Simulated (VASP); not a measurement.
Set up this calculation in VASP 6.6.1, as the native input.

* Task: relaxation of cell and atoms
* Functional: PBE
* Potentials or basis: VASP PAW PBE potentials, release 64 (Sr_sv)
* Cutoff: 600 eV
* k mesh: 6 × 6 × 4
* Occupations: gaussian, width 0.1 eV
* Spin: no spin polarisation
* Dipole correction: no
* Further INCAR settings: ALGO = Normal; EDIFF = 1e-06; IBRION = 2; EDIFFG = -0.04; NSW = 90; ISIF = 3

The structure of Sr lies in POSCAR:

```
Sr
1.0
    5.6246462753      0.0000000000      0.0000000000
   -2.8123231377      4.8710865618      0.0000000000
    0.0000000000      0.0000000000      6.3813494836
Sr
3
Direct
    0.2254000000      0.0000000000      0.3333333333
    0.0000000000      0.2254000000      0.6666666667
    0.7746000000      0.7746000000      0.0000000000
```

The input as run:

INCAR

```
  PREC = Accurate
  ENCUT = 600
  EDIFF = 1E-6
  ISMEAR = 0
  SIGMA = 0.1
  LREAL = False
  LASPH = True
  NELM = 60
  ALGO = Normal
  ISIF = 3
  LWAVE = False
  LCHARG = False
  GGA = PE
  IBRION = 2
  NSW = 90
  EDIFFG = -0.04
```

KPOINTS

```
Automatic mesh
0
Gamma
  6 6 4
```

Potentials or basis: VASP PAW PBE potentials, release 64 (Sr_sv).

The run is started by

```bash
$ cat potpaw_PBE.64/Sr_sv/POTCAR > POTCAR
$ mpirun -np 1 vasp_std > vasp.out
```

It gave:

| Item | Value |
| --- | --- |
| Relaxed volume | 54.62 Å³/atom |
| Relaxed cell | a = 4.289 Å, b = 4.289 Å, c = 10.287 Å, α = 90.00°, β = 90.00°, γ = 120.00° |
| Space group after relaxing (to 0.1 Å) | P3_121 (No. 152) |
| Energy gained by relaxing | 1054.1 meV/atom |
| Ionic steps | 24 |
| Pressure after relaxing | 0.0 GPa |
| Largest force after relaxing | 0.036 eV/Å |
| Band gap on the k mesh | zero (bands 15 and 16 overlap by 0.02 eV) |

Caveat: a cell axis changed by over 15 % at a fixed basis, so the end point is rough.

Wall time 21 min on 1 thread of AMD EPYC 9R45 96-Core Processor (Zen 5), on a shared host, peak memory 0.39 GiB.
